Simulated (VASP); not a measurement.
# Sn8O16F (a cell with a defect) in VASP: further runs

Sn8O16F (a cell with a defect) is run at these levels: PBE, LDA; tasks: single point.

Everything below comes from runs of VASP 6.6.1. Logs are shortened: lines on timing, memory, paths and dates and some standing lists are left out, and cuts for length are marked.

**1. The cell of the first run**

The cell holds a defect, 25 atoms: a = 6.827 Å, b = 6.827 Å, c = 6.476 Å, α = 90.00°, β = 90.00°, γ = 90.00°.

**2. Single point, PBE, collinear spin**

The input, INCAR:

```
ALGO = Normal ; EDIFF = 1E-6
ENCUT = 520 ; GGA = PE
ISIF = 2 ; ISMEAR = -1
ISPIN = 2 ; LASPH = T
LCHARG = F ; LORBIT = 11
LREAL = Auto ; LWAVE = F
MAGMOM = 0 0 0 0 0 0 0 0 0 0.38 0.03 0 0.3 0 0.03 0 0.01 0 0 0.01 0 0.05 0 0 0.26 ; NBANDS = 130
NELM = 150 ; NUPDOWN = 1.0
PREC = Accurate ; SIGMA = 0.01
```

The input, KPOINTS:

```
Automatic mesh
0
Gamma
  1 1 1
  0.25 0.25 0.25
```

The input, POSCAR:

```
Sn8O16F
1.0
    4.8274600300      4.8274600300      0.0000000000
   -4.8274600300      4.8274600300      0.0000000000
    0.0000000000      0.0000000000      6.4759066800
Sn O F
8 16 1
Direct
   -0.0040122549      0.5055579922      0.2465648563
    0.4982176932      0.0029603559      0.2444226080
   -0.0096670920      0.0057822333     -0.0024754835
    0.5031426433      0.4970135403     -0.0002555627
    0.0042304856      0.5077279739      0.7450328176
    0.4972739256     -0.0022730380      0.7392978677
   -0.0076030666      0.0066524632      0.4965208980
    0.5054769972      0.5019915204      0.4982446720
   -0.0082610731      0.8138749934      0.2477487832
    0.5417277375      0.3107642509      0.2564473335
   -0.0342167515      0.1984045428      0.2506671390
    0.5058648823      0.6947319044      0.2490451268
    0.3018539752     -0.0759834360     -0.0150653808
    0.8100571472      0.5082249226     -0.0072833045
    0.1948240885      0.5385153857     -0.0026240341
    0.6833011521      0.0037462765     -0.0079842102
   -0.0105485078      0.8144845272      0.7438490451
    0.5029141588      0.3051447326      0.7460788487
   -0.0035484499      0.1990860606      0.7476696684
    0.5036176343      0.6907607685      0.7455380750
    0.3009705914      0.0076780542      0.4901244191
    0.8116763216      0.5114784969      0.5006131435
    0.1967719037      0.4977283054      0.4920739531
    0.6875551490     -0.0069100520      0.4960230526
    0.2698311311      0.2102407878      0.0511184018
```

Potentials or basis: VASP PAW PBE potentials, release 64 (Sn_d, O, F).

Launch:

```bash
cat potpaw_PBE.64/Sn_d/POTCAR potpaw_PBE.64/O/POTCAR potpaw_PBE.64/F/POTCAR > POTCAR
mpirun -np 1 vasp_std > vasp.out
```

OUTCAR:

```text
EDIFF = 1E-6
   ENCUT = 520
   GGA = PE
   ISIF = 2
   ISMEAR = -1
   ISPIN = 2
   LASPH = T
   LORBIT = 11
   LREAL = Auto
   NELM = 150
   NUPDOWN = 1.0
   PREC = Accurate

 ion  position               nearest neighbor table
   1  0.996  0.506  0.247-  22 2.07  14 2.08  23 2.10   9 2.11  11 2.11  15 2.12   5 3.23   5 3.25
                             8 3.72   4 3.73
   2  0.498  0.003  0.244-  16 2.07  24 2.08  21 2.08  12 2.11  10 2.12  13 2.22  25 2.45   6 3.20
                             6 3.27   3 3.72   4 3.73   7 3.75
   3  0.990  0.006  0.998-   9 2.08  19 2.09  16 2.10  17 2.10  11 2.11  13 2.20  25 2.39   7 3.23
                             7 3.24   2 3.72
   4  0.503  0.497  1.000-  14 2.10  18 2.10  12 2.10  10 2.11  20 2.11  15 2.12  25 2.55   8 3.23
                             8 3.25   1 3.73   2 3.73
   5  0.004  0.508  0.745-  22 2.06  14 2.08  17 2.10  15 2.10  23 2.10  19 2.11   1 3.23   1 3.25
[... 10 lines left out ...]
  12  0.506  0.695  0.249-   8 2.08   4 2.10   2 2.11
  13  0.302  0.924  0.985-   6 2.14   3 2.20   2 2.22
  14  0.810  0.508  0.993-   1 2.08   5 2.08   4 2.10
[... 9 lines left out ...]
  24  0.688  0.993  0.496-   6 2.04   2 2.08   7 2.08
  25  0.270  0.210  0.051-   3 2.39   2 2.45   4 2.55

  LATTYP: Found a simple tetragonal cell.
 ALAT       =     6.8270594462
 C/A-ratio  =     0.9485645659

  Lattice vectors:

 A1 = (   4.8274600300,   4.8274600300,   0.0000000000)
 A2 = (  -4.8274600300,   4.8274600300,   0.0000000000)
 A3 = (   0.0000000000,   0.0000000000,   6.4759066800)

Analysis of symmetry for initial positions (statically):
=====================================================================
 Subroutine PRICEL returns:
 Original cell was already a primitive cell.

 Routine SETGRP: Setting up the symmetry group for a
 simple tetragonal supercell.

 Subroutine GETGRP returns: Found  1 space group operations
 (whereof  1 operations were pure point group operations)
 out of a pool of 16 trial point group operations.

The static configuration has the point symmetry C_1 .

Analysis of symmetry for dynamics (positions and initial velocities):
=====================================================================
 Subroutine PRICEL returns:
 Original cell was already a primitive cell.

 Routine SETGRP: Setting up the symmetry group for a
 simple tetragonal supercell.

 Subroutine GETGRP returns: Found  1 space group operations
[... 180 lines left out ...]
 number of electron     214.9999983 magnetization       1.0000015

 Free energy of the ion-electron system (eV)
  ---------------------------------------------------
  ext. energy  EPLUGINS =         0.00000000
  ---------------------------------------------------
  free energy    TOTEN  =      -149.72377051 eV

  energy without entropy =     -149.72377051  energy(sigma->0) =     -149.72377051

 E-fermi :   5.7539     XC(G=0): -11.1615

 val. band max:        5.5158947048   @ k =  -0.2500   0.2500   0.2500
 cond. band min:       6.4841812577   @ k =   0.2500   0.2500   0.2500
 fundamental gap:      0.9682865529
 Fermi energy:         5.7538836156

 spin component 1

 k-point     1 :       0.2500    0.2500    0.2500
  band No.  band energies     occupation
      1     -16.7138      1.00000
      2     -15.2296      1.00000
      3     -15.1792      1.00000
      4     -15.1248      1.00000
      5     -15.1040      1.00000
      6     -15.0785      1.00000
[... 477 lines left out ...]
    118      12.9647      0.00000
    119      13.2089      0.00000
 Fermi energy:         5.7538836156

 spin component 2

 k-point     1 :       0.2500    0.2500    0.2500
  band No.  band energies     occupation
      1     -16.2055      1.00000
      2     -15.2244      1.00000
      3     -15.1526      1.00000
      4     -15.1227      1.00000
      5     -15.0961      1.00000
      6     -15.0735      1.00000
[... 477 lines left out ...]
    118      12.9817      0.00000
    119      13.2228      0.00000
 [bands above 119 left out]

------------------------ aborting loop because EDIFF is reached ----------------------------------------

  FORCE on cell =-STRESS in cart. coord.  units (eV):
  Direction    XX          YY          ZZ          XY          YZ          ZX
  --------------------------------------------------------------------------------------
  -------------------------------------------------------------------------------------
  Total        5.6446425      5.4727856      6.2495327      2.2329246      0.7500302     -0.9935533
  in kB       29.9625709     29.0503300     33.1734146     11.8526836      3.9812679     -5.2739231
  external PRESSURE =      30.7287718 kB  Pullay stress =       0.0000000 kB

 VOLUME and BASIS-vectors are now :
 -----------------------------------------------------------------------------
  energy-cutoff  :      520.00
  volume of cell :      301.83
      direct lattice vectors                 reciprocal lattice vectors
     4.827460030  4.827460030  0.000000000     0.103574136  0.103574136  0.000000000
    -4.827460030  4.827460030  0.000000000    -0.103574136  0.103574136  0.000000000
     0.000000000  0.000000000  6.475906680     0.000000000  0.000000000  0.154418532

 POSITION                                       TOTAL-FORCE (eV/Angst)
 -----------------------------------------------------------------------------------
      2.36753      7.24865      1.59673        -0.005563     -0.001395      0.033088
      2.39084      2.41942      1.58286         0.024997      0.032923      0.023248
      4.75288      4.80871      6.45988         0.001556      0.039738      0.012625
      0.02959      4.82821      6.47425         0.015211      0.037548      0.026264
     -2.43061      2.47146      4.82476        -0.044814      0.011000     -0.013519
     -2.41592      7.21706      4.78762         0.019711     -0.003558      0.011374
[... 17 lines left out ...]
     -1.47496      8.11325      3.21220         0.010300      0.045464     -0.003001
      0.28767      2.31753      0.33104        -0.079507     -0.011779     -0.146826
 -----------------------------------------------------------------------------------
    total drift:                                0.030532      0.003014     -0.026205

  FREE ENERGIE OF THE ION-ELECTRON SYSTEM (eV)
  ---------------------------------------------------
  free  energy   TOTEN  =      -149.7237705074 eV

  energy  without entropy=     -149.7237705074  energy(sigma->0) =     -149.72377051

 total charge

# of ion       s       p       d       tot
------------------------------------------
    1        0.883   1.016  10.319  12.218
    2        0.880   0.991  10.308  12.179
    3        0.878   0.991  10.309  12.179
    4        0.880   0.992  10.308  12.180
    5        0.883   1.030  10.329  12.242
    6        0.887   1.032  10.329  12.247
[... 17 lines left out ...]
   24        1.562   3.501   0.000   5.063
   25        1.762   4.284   0.000   6.046
--------------------------------------------------
tot         33.863  67.919  82.586 184.368

 magnetization (x)

# of ion       s       p       d       tot
------------------------------------------
    1       -0.001  -0.001  -0.000  -0.002
    2       -0.002  -0.004  -0.001  -0.007
    3       -0.002  -0.004  -0.001  -0.006
    4       -0.001  -0.002  -0.001  -0.004
    5       -0.001  -0.001   0.000  -0.002
    6       -0.002  -0.004  -0.001  -0.007
[... 17 lines left out ...]
   24        0.000   0.002   0.000   0.002
   25        0.002   0.282   0.000   0.284
--------------------------------------------------
tot          0.001   0.885  -0.002   0.884
```

stdout:

```text
POSCAR found type information on POSCAR SnO F
 POSCAR found :  3 types and      25 ions
 scaLAPACK will be used
 LDA part: xc-table for (Slater+PW92), standard interpolation
 POSCAR, INCAR and KPOINTS ok, starting setup
 FFT: planning ... GRIDC
 FFT: planning ... GRID_SOFT
 FFT: planning ... GRID
 WAVECAR not read
 entering main loop
```

Wall time 4.9 min (1 thread of Intel Xeon Platinum 8559C (Emerald Rapids), shared host); peak memory 0.58 GiB.

What came out:

* Free energy: -149.7238 eV
* Pressure: 3.1 GPa
* Largest force: 0.167 eV/Å
* Net moment: 1.00 μB per cell
* Site moments: Sn -0.00, -0.01, +0.00 (each value once); O -0.00, +0.01, +0.00, +0.47, +0.12, +0.02 (each value once); F +0.28 μB
* Valence electrons inside the program's atomic spheres: Sn 12.22, 12.18, 12.24, 12.25, 12.26, 12.28 (each value once); O 5.04, 4.92, 5.05, 5.01, 5.03, 5.06 (each value once); F 6.05

Forces in eV/Å, atoms in the order of the input:
```
Sn  -0.006 -0.001  0.033
Sn   0.025  0.033  0.023
Sn   0.002  0.040  0.013
Sn   0.015  0.038  0.026
Sn  -0.045  0.011 -0.014
Sn   0.020 -0.004  0.011
Sn   0.019  0.010  0.000
Sn   0.021  0.000 -0.014
O    0.017 -0.028 -0.020
O   -0.012 -0.094 -0.029
O   -0.059 -0.002  0.034
O    0.016  0.004 -0.017
O    0.055 -0.048 -0.044
O   -0.001 -0.040 -0.009
O    0.020  0.006  0.049
O   -0.003  0.006 -0.001
O    0.015  0.015  0.023
O    0.012 -0.011 -0.008
O   -0.002  0.013  0.020
O    0.009  0.015  0.028
O   -0.016 -0.022  0.000
O   -0.027 -0.008  0.028
O   -0.006  0.033  0.016
O    0.010  0.045 -0.003
F   -0.080 -0.012 -0.147
```

Stress tensor (GPa, compression positive):
```
 3.00  1.19 -0.53
 1.19  2.91  0.40
-0.53  0.40  3.32
```

Caveat: the k points lie up to 0.49 Å⁻¹ apart; spin-orbit coupling is left out, which moves the levels of the heavy elements; the total moment is fixed, so each spin has its own Fermi level and the state may be an excited one.

**3. Single point, LDA, collinear spin**

The input, INCAR:

```
SYSTEM = Sn8O16F
PREC     = Accurate       ! precision mode
ENCUT    = 520            ! plane-wave cutoff, eV
EDIFF    = 1E-6           ! SCF threshold, eV
ISMEAR   = -1             ! smearing method
SIGMA    = 0.01           ! smearing width, eV
LREAL    = Auto         
LASPH    = .TRUE.         ! aspherical terms in the spheres
NELM     = 150            ! most SCF steps
ALGO     = Normal         ! electronic algorithm
ISIF     = 2              ! what is computed and relaxed
LWAVE    = .FALSE.        ! write WAVECAR
LCHARG   = .FALSE.        ! write CHGCAR
ISPIN    = 2              ! spin polarisation
MAGMOM   = 0 0 0 0 0 0 0 0 0 0.37 0.03 0 0.3 0 0.04 0 0.01 0 0 0.01 0 0.05 0 0 0.26 ! initial moments
LORBIT   = 11             ! projections on sites
NUPDOWN  = 1.0            ! fixed moment
GGA      = CA             ! functional
NBANDS   = 130            ! bands
```

KPOINTS is that of step 2.

The input, POSCAR:

```
Sn8O16F
1.0
    4.8274600300      4.8274600300      0.0000000000
   -4.8274600300      4.8274600300      0.0000000000
    0.0000000000      0.0000000000      6.4759066800
Sn O F
8 16 1
Direct
   -0.0032844300      0.5032240200      0.2428571600
    0.4927294800     -0.0013886300      0.2430660700
   -0.0128225900     -0.0032348200     -0.0055144600
    0.5005996800      0.5003465600      0.0005152700
    0.0042512700      0.5055799900      0.7440886200
    0.4890972500     -0.0007326400      0.7410044200
   -0.0113866300      0.0066997200      0.4945369100
    0.5041862100      0.5058578300      0.5036417900
   -0.0129686300      0.8105685100      0.2485160600
    0.5714301600      0.3168419400      0.2660426500
   -0.0316245400      0.1954707700      0.2434192500
    0.4985868800      0.6933508800      0.2500891300
    0.2912264400     -0.0654286700     -0.0217258700
    0.8073803700      0.5099616200     -0.0094868800
    0.1915580500      0.5358473400     -0.0067015800
    0.6793514100      0.0020803600     -0.0075426900
   -0.0163686500      0.8113152000      0.7381873400
    0.4951976000      0.3065059400      0.7504320500
    0.0001179600      0.1970011300      0.7498390800
    0.5035598900      0.6925580000      0.7473453900
    0.2974196300      0.0055427700      0.4898708500
    0.8120704200      0.5075612700      0.4992710000
    0.1967792900      0.4944591700      0.4897863000
    0.6825282700     -0.0064859200      0.4965776700
    0.3114354300      0.2238898100      0.1174364000
```

Potentials or basis: VASP PAW LDA potentials, release 64 (Sn_d, O, F).

Launch:

```bash
cat potpaw_LDA.64/Sn_d/POTCAR potpaw_LDA.64/O/POTCAR potpaw_LDA.64/F/POTCAR > POTCAR
mpirun -np 1 vasp_std > vasp.out
```

Run time: 5.4 min. Hardware: 1 thread of Intel Xeon Platinum 8559C (Emerald Rapids), shared host; peak memory 0.43 GiB.

The run converged. Its results:

```
Free energy                                           : -169.8277 eV
Pressure                                              : -7.5 GPa
Largest force                                         : 0.221 eV/Å
Net moment                                            : 1.00 μB per cell
Site moments                                          : Sn -0.00, -0.01, +0.00 (each value once); O -0.00, +0.31, +0.02, +0.00, +0.25, +0.03, +0.01, +0.04 (each value once); F +0.22 μB
Valence electrons inside the program's atomic spheres : Sn 12.25, 12.22, 12.21, 12.30, 12.29, 12.33 (each value once); O 5.01, 4.93, 4.99, 4.94, 5.00, 5.02 (each value once); F 6.03
```

Forces in eV/Å, atoms in the order of the input:
```
Sn  -0.037 -0.014  0.005
Sn  -0.057  0.051 -0.031
Sn   0.025 -0.025 -0.017
Sn   0.041 -0.036  0.048
Sn  -0.077  0.006 -0.013
Sn   0.031  0.007  0.025
Sn   0.030 -0.047  0.009
Sn   0.071 -0.012 -0.052
O   -0.058  0.064 -0.040
O   -0.196 -0.060  0.001
O    0.089 -0.002 -0.032
O    0.063 -0.061 -0.027
O   -0.111  0.189 -0.027
O    0.098  0.034  0.017
O    0.034 -0.124  0.024
O   -0.071 -0.086  0.004
O   -0.050  0.085  0.028
O   -0.075  0.063  0.009
O    0.066 -0.072 -0.006
O    0.047 -0.056  0.008
O    0.070  0.061 -0.006
O    0.053  0.045  0.027
O   -0.090 -0.028  0.031
O   -0.095  0.003  0.000
F    0.200  0.017  0.013
```

Stress tensor (GPa, compression positive):
```
-7.60 -0.22 -0.07
-0.22 -6.68  1.04
-0.07  1.04 -8.23
```

Caveat: the k points lie up to 0.49 Å⁻¹ apart; spin-orbit coupling is left out, which moves the levels of the heavy elements; the total moment is fixed, so each spin has its own Fermi level and the state may be an excited one.
